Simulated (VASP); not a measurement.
# SrO (I-4m2) in VASP: further runs

SrO is run at these levels: PBE, r2SCAN; tasks: single point.

Everything below comes from runs of VASP 6.6.1. Logs are shortened: lines on timing, memory, paths and dates and some standing lists are left out, and cuts for length are marked.

## (1) The cell of the first run

It takes space group I-4m2 (No. 119, tetragonal). Conventional cell: a = 3.841 Å, b = 3.841 Å, c = 5.820 Å, α = 90.00°, β = 90.00°, γ = 90.00°. Sr (site symmetry -4m2) has 4 O at 2.41 Å within 3.2 Å. Within 3.2 Å of O (site symmetry -4m2) lie 4 Sr at 2.41 Å.

## (2) Single point, PBE (epitaxial xy strain -2.7%)

File INCAR:

```
PREC     = Accurate       # precision mode
ENCUT    = 520            # plane-wave cutoff, eV
EDIFF    = 1E-7           # SCF threshold, eV
ISMEAR   = -1             # smearing method
SIGMA    = 0.02           # smearing width, eV
LREAL    = False          # projectors in reciprocal space
LASPH    = True           # aspherical terms in the spheres
NELM     = 100            # most SCF steps
ALGO     = Normal         # electronic algorithm
ISIF     = 2              # what is computed and relaxed
LWAVE    = False          # write WAVECAR
LCHARG   = False          # write CHGCAR
GGA      = PE             # functional
NBANDS   = 15             # bands
```

File KPOINTS:

```
Automatic mesh
0
Gamma
  8 8 8
```

File POSCAR:

```
SrO
1.0
    0.0000000000      2.7163304809      2.9099060445
    2.7163304809      0.0000000000      2.9099060445
    2.7163304809      2.7163304809      0.0000000000
Sr O
1 1
Direct
    0.0000000000      0.0000000000      0.0000000000
    0.2500000000      0.2500000000      0.2500000000
```

Potentials or basis: VASP PAW PBE potentials, release 64 (Sr_sv, O).

Launch:

```console
cat potpaw_PBE.64/Sr_sv/POTCAR potpaw_PBE.64/O/POTCAR > POTCAR
mpirun -np 1 vasp_std > vasp.out
```

OUTCAR:

```text
PREC = Accurate
   ENCUT = 520
   EDIFF = 1E-7
   ISMEAR = -1
   LREAL = False
   LASPH = True
   NELM = 100
   ISIF = 2
   GGA = PE

 ion  position               nearest neighbor table
   1  0.000  0.000  0.000-   2 2.41   2 2.41   2 2.41   2 2.41
   2  0.250  0.250  0.250-   1 2.41   1 2.41   1 2.41   1 2.41

  LATTYP: Found a body centered tetragonal cell.
 ALAT       =     3.8414714060
 C/A-ratio  =     1.5149955509

  Lattice vectors:

 A1 = (  -2.7163304809,   0.0000000000,   2.9099060445)
 A2 = (   2.7163304809,   0.0000000000,   2.9099060445)
 A3 = (   0.0000000000,   2.7163304809,  -2.9099060445)

Analysis of symmetry for initial positions (statically):
=====================================================================
 Subroutine PRICEL returns:
 Original cell was already a primitive cell.

 Routine SETGRP: Setting up the symmetry group for a
 body centered tetragonal supercell.

 Subroutine GETGRP returns: Found  8 space group operations
 (whereof  8 operations were pure point group operations)
 out of a pool of 16 trial point group operations.

The static configuration has the point symmetry D_2d.

Analysis of symmetry for dynamics (positions and initial velocities):
=====================================================================
 Subroutine PRICEL returns:
 Original cell was already a primitive cell.

 Routine SETGRP: Setting up the symmetry group for a
 body centered tetragonal supercell.

 Subroutine GETGRP returns: Found  8 space group operations
 (whereof  8 operations were pure point group operations)
 out of a pool of 16 trial point group operations.

The dynamic configuration has the point symmetry D_2d.

 Subroutine INISYM returns: Found  8 space group operations
 (whereof  8 operations are pure point group operations),
 and found     1 'primitive' translations

----------------------------------------------------------------------------------------

                                     Primitive cell

  volume of cell :      42.9412

  direct lattice vectors                    reciprocal lattice vectors
     0.000000000  2.716330481  2.909906045    -0.184071859  0.184071859  0.171826854
     2.716330481  0.000000000  2.909906045     0.184071859 -0.184071859  0.171826854
     2.716330481  2.716330481  0.000000000     0.184071859  0.184071859 -0.171826854

  length of vectors
     3.980704017  3.980704017  3.841471406     0.311912433  0.311912433  0.311912433

  position of ions in fractional coordinates (direct lattice)
     0.000000000  0.000000000  0.000000000
     0.250000000  0.250000000  0.250000000

  ion indices of the primitive-cell ions
   primitive index   ion index
                 1           1
                 2           2

----------------------------------------------------------------------------------------

 KPOINTS: Automatic mesh

Automatic generation of k-mesh.
 Grid dimensions read from file:
 generate k-points for:    8    8    8

 Generating k-lattice:

  Cartesian coordinates                     Fractional coordinates (reciprocal lattice)
    -0.023008982  0.023008982  0.021478357     0.125000000 -0.000000000  0.000000000
     0.023008982 -0.023008982  0.021478357    -0.000000000  0.125000000  0.000000000
     0.023008982  0.023008982 -0.021478357     0.000000000  0.000000000  0.125000000

  Length of vectors
     0.038989054  0.038989054  0.038989054

  Shift w.r.t. Gamma in fractional coordinates (k-lattice)
     0.000000000  0.000000000  0.000000000

 Subroutine IBZKPT returns following result:
 ===========================================

 Found     59 irreducible k-points:

 Following reciprocal coordinates:
            Coordinates               Weight
  0.000000  0.000000  0.000000      1.000000
  0.125000 -0.000000  0.000000      8.000000
  0.250000 -0.000000  0.000000      8.000000
  0.375000 -0.000000  0.000000      8.000000
  0.500000 -0.000000  0.000000      4.000000
  0.125000  0.125000  0.000000      2.000000
[... 16 lines left out ...]
  0.250000 -0.000000  0.125000     16.000000
  0.375000 -0.000000  0.125000     16.000000
 [... further k-points ...]
   k-points           NKPTS =     59   k-points in BZ     NKDIM =     59   number of bands    NBANDS=     15
   number of dos      NEDOS =    301   number of ions     NIONS =      2
   total plane-waves  NPLWV =  27000
   dimension x,y,z NGX =    30 NGY =   30 NGZ =   30
   dimension x,y,z NGXF=    60 NGYF=   60 NGZF=   60
   ions per type =               1   1
   NGX,Y,Z   is equivalent  to a cutoff of  12.53, 12.53, 12.98 a.u.
   NGXF,Y,Z  is equivalent  to a cutoff of  25.06, 25.06, 25.97 a.u.
 SYSTEM =  unknown system
   PREC   = accura    normal or accurate (medium, high low for compatibility)
   ISTART =      0    job   : 0-new  1-cont  2-samecut
   ICHARG =      2    charge: 1-file 2-atom 10-const
   ISPIN  =      1    spin polarized calculation?
   LNONCOLLINEAR =      F non collinear calculations
   LSORBIT =      F    spin-orbit coupling
   LASPH  =      T    aspherical Exc in radial PAW
   ENCUT  =  520.0 eV  38.22 Ry    6.18 a.u.   7.40  7.40  7.14*2*pi/ulx,y,z
   NELM   =    100;   NELMIN=  2; NELMDL= -5     # of ELM steps
   EDIFF  = 0.1E-06   stopping-criterion for ELM
   LREAL  =      F    real-space projection
   EDIFFG = 0.1E-05   stopping-criterion for IOM
   NSW    =      0    number of steps for IOM
   IBRION =     -1    ionic relax: 0-MD 1-quasi-New 2-CG
   NFREE  =      0    steps in history (QN), initial steepest desc. (CG)
   ISIF   =      2    stress and relaxation
   ISYM   =      2    0-nonsym 1-usesym 2-fastsym
   POTIM  = 0.5000    time-step for ionic-motion
   TEBEG  =    0.0;   TEEND  =   0.0 temperature during run
   PSTRESS=    0.0 pullay stress
   NELECT =      16.0000    total number of electrons
   NUPDOWN=      -1.0000    fix difference up-down
   EMIN   =  10.00;   EMAX   =-10.00  energy-range for DOS
   EFERMI =   0.00;   METHOD = LEGACY
   ISMEAR =    -1;   SIGMA  =   0.02  broadening in eV -4-tet -1-fermi 0-gaus
   EFERMI_NEDOS =   21; number of points for ismear=-14 and -15
   IALGO  =     38    algorithm
   IMIX   =      4    mixing-type and parameters
     AMIX     =   0.40;   BMIX     =  1.00
     AMIX_MAG =   1.60;   BMIX_MAG =  1.00
  volume/ion in A,a.u.               =      21.47       144.89
  Fermi-wavevector in a.u.,A,eV,Ry     =   1.178031  2.226156 18.881585  1.387757
  Thomas-Fermi vector in A             =   2.314367
   LORBIT       =      0    0 simple, 1 ext, 2 COOP (PROOUT), +10 PAW based schemes
   GGA     = PE    functional components
   LHFCALC =     F    Hartree Fock is set to
   AEXX    =    0.0000 exact exchange contribution
   IVDW    =     0    specifies the selected vdW correction
   LEPSILON=     F    determine dielectric tensor
   LRPA    =     F    only Hartree local field effects (RPA)
 non-spin polarized calculation
  energy-cutoff  :      520.00
  volume of cell :       42.94
 maximum number of plane-waves:      1168
 NGX is ok and might be reduce to    30
   NGX = 15   NGY = 15   NGZ = 15

 number of electron      15.9999999 magnetization

 Free energy of the ion-electron system (eV)
  ---------------------------------------------------
  ext. energy  EPLUGINS =         0.00000000
  ---------------------------------------------------
  free energy    TOTEN  =       -11.74813803 eV

  energy without entropy =      -11.74813803  energy(sigma->0) =      -11.74813803

 E-fermi :   0.8091     XC(G=0):  -8.6870

 val. band max:        0.3744911789   @ k =  -0.3750   0.5000   0.1250
 cond. band min:       2.9043136675   @ k =   0.0000   0.0000   0.0000
 fundamental gap:      2.5298224886
 Fermi energy:         0.8091251707

 k-point     1 :       0.0000    0.0000    0.0000
  band No.  band energies     occupation
      1     -31.8373      2.00000
      2     -14.4491      2.00000
      3     -13.7244      2.00000
      4     -13.7244      2.00000
      5     -13.7114      2.00000
      6      -0.5445      2.00000
      7      -0.4966      2.00000
      8      -0.4966      2.00000
      9       2.9043      0.00000
     10       8.0311      0.00000
     11       8.8046      0.00000
     12       9.2442      0.00000
     13      10.0678      0.00000
     14      10.0678      0.00000
     15      15.1656      0.00000

 k-point     2 :       0.1250   -0.0000    0.0000
  band No.  band energies     occupation
      1     -31.8279      2.00000
      2     -14.8007      2.00000
      3     -13.7342      2.00000
      4     -13.7341      2.00000
      5     -13.4031      2.00000
      6      -0.6269      2.00000
      7      -0.4683      2.00000
      8      -0.4388      2.00000
      9       3.4227      0.00000
     10       7.7727      0.00000
     11       8.4271      0.00000
     12       9.3377      0.00000
     13      10.0329      0.00000
     14      10.4202      0.00000
     15      14.1197      0.00000

 k-point     3 :       0.2500   -0.0000    0.0000
  band No.  band energies     occupation
      1     -31.8050      2.00000
      2     -15.2928      2.00000
      3     -13.7764      2.00000
      4     -13.7578      2.00000
      5     -13.0046      2.00000
      6      -0.6740      2.00000
      7      -0.3597      2.00000
      8      -0.3058      2.00000
      9       4.4960      0.00000
     10       7.5808      0.00000
     11       8.0414      0.00000
     12       8.7851      0.00000
     13      10.3852      0.00000
     14      10.6562      0.00000
     15      12.6767      0.00000
[... 343 lines left out ...]
 k-point    23 :       0.2500   -0.0000    0.1250
  band No.  band energies     occupation
      1     -31.8051      2.00000
      2     -15.2422      2.00000
      3     -13.8133      2.00000
      4     -13.7800      2.00000
      5     -13.0000      2.00000
      6      -0.8146      2.00000
      7      -0.3559      2.00000
      8      -0.2161      2.00000
      9       4.5244      0.00000
     10       7.0604      0.00000
     11       8.3487      0.00000
     12       9.3804      0.00000
     13      10.1672      0.00000
     14      10.6373      0.00000
     15      13.3401      0.00000

 k-point    24 :       0.3750   -0.0000    0.1250
  band No.  band energies     occupation
      1     -31.7820      2.00000
      2     -15.5902      2.00000
      3     -13.8639      2.00000
      4     -13.8239      2.00000
      5     -12.7229      2.00000
      6      -0.6841      2.00000
      7      -0.2418      2.00000
      8      -0.1129      2.00000
      9       5.3549      0.00000
     10       6.8670      0.00000
     11       8.2665      0.00000
     12       8.8715      0.00000
     13      10.4343      0.00000
     14      10.7489      0.00000
     15      12.5028      0.00000

 [... further k-points ...]
[... 5 lines left out ...]
  --------------------------------------------------------------------------------------
  -------------------------------------------------------------------------------------
  Total        0.6860082      0.6860082      0.3911850      0.0000000     -0.0000000      0.0000000
  in kB       25.5956221     25.5956221     14.5954888      0.0000000     -0.0000000      0.0000000
  external PRESSURE =      21.9289110 kB  Pullay stress =       0.0000000 kB

 VOLUME and BASIS-vectors are now :
 -----------------------------------------------------------------------------
  energy-cutoff  :      520.00
  volume of cell :       42.94
      direct lattice vectors                 reciprocal lattice vectors
     0.000000000  2.716330481  2.909906045    -0.184071859  0.184071859  0.171826854
     2.716330481  0.000000000  2.909906045     0.184071859 -0.184071859  0.171826854
     2.716330481  2.716330481  0.000000000     0.184071859  0.184071859 -0.171826854

 POSITION                                       TOTAL-FORCE (eV/Angst)
 -----------------------------------------------------------------------------------
      0.00000      0.00000      0.00000        -0.000000     -0.000000      0.000000
      1.35817      1.35817      1.45495         0.000000      0.000000      0.000000
 -----------------------------------------------------------------------------------
    total drift:                                0.000000      0.000000     -0.000000

  FREE ENERGIE OF THE ION-ELECTRON SYSTEM (eV)
  ---------------------------------------------------
  free  energy   TOTEN  =       -11.7481380258 eV

  energy  without entropy=      -11.7481380258  energy(sigma->0) =      -11.74813803
```

It took 19 s on 1 thread of Intel Xeon 6975P-C, shared host; peak memory 0.19 GiB.

What came out:

```yaml
Free_energy: -11.7481 eV
Pressure: 2.2 GPa
Band_gap_on_the_k_mesh: 2.53 eV, indirect (least direct gap 3.40 eV)
```

Stress tensor (GPa, compression positive):
```
2.56 0.00 0.00
0.00 2.56 0.00
0.00 0.00 1.46
```

Caveat: the cell differs from its parent crystal (epitaxial xy strain -2.7%).

## (3) Single point, r2SCAN (epitaxial xy strain -2.7%)

POSCAR is that of step 2.

File INCAR.step1:

```
ALGO = Normal
EDIFF = 1E-4
ENCUT = 520
GGA = PE
ISMEAR = 0
LASPH = T
LCHARG = F
LREAL = F
LWAVE = T
NBANDS = 15
NELM = 80
PREC = Accurate
SIGMA = 0.01
```

File INCAR.step2:

```
ALGO = Normal
EDIFF = 1E-6
ENCUT = 520
ISIF = 2
ISMEAR = 0
ISTART = 1
LASPH = T
LCHARG = F
LMIXTAU = T
LREAL = F
LWAVE = F
METAGGA = R2SCAN
NBANDS = 15
NELM = 80
PREC = Accurate
SIGMA = 0.01
```

File KPOINTS:

```
k-points
0
Gamma
  8 8 8
```

Potentials or basis: VASP PAW PBE potentials, release 64 (Sr_sv, O).

Launch:

```console
cat potpaw_PBE.64/Sr_sv/POTCAR potpaw_PBE.64/O/POTCAR > POTCAR
cp INCAR.step1 INCAR
mpirun -np 1 vasp_std > vasp.out
cp INCAR.step2 INCAR
mpirun -np 1 vasp_std > vasp.out
```

It took 91 s on 1 thread of Intel Xeon 6975P-C, shared host; peak memory 0.19 GiB.

It converged, with:

- Free energy: -26.6226 eV
- Pressure: 1.2 GPa
- Band gap on the k mesh: 2.91 eV, indirect (least direct gap 3.79 eV)

Stress tensor (GPa, compression positive):
```
1.57 0.00 0.00
0.00 1.57 0.00
0.00 0.00 0.54
```

Levels at points of the mesh, in eV from the valence-band top:
| k point | band 6 | band 7 | band 8 | band 9 | band 10 | band 11 |
| --- | --- | --- | --- | --- | --- | --- |
| (0.00, 0.00, 0.00) | -0.92 | -0.87 | -0.87 | 2.91 | 8.28 | 9.08 |
| (0.50, 0.00, 0.00) | -0.75 | -0.63 | -0.51 | 5.67 | 7.66 | 8.11 |
| (0.50, 0.50, 0.00) | -1.46 | 0.00 | 0.00 | 4.77 | 6.08 | 10.39 |
| (0.50, 0.00, 0.50) | -1.46 | -0.09 | -0.03 | 5.00 | 6.22 | 10.35 |

Caveat: the cell differs from its parent crystal (epitaxial xy strain -2.7%); the PAW data sets were made with another functional, which shifts forces and pressure a little. A k mesh can miss the band edges.
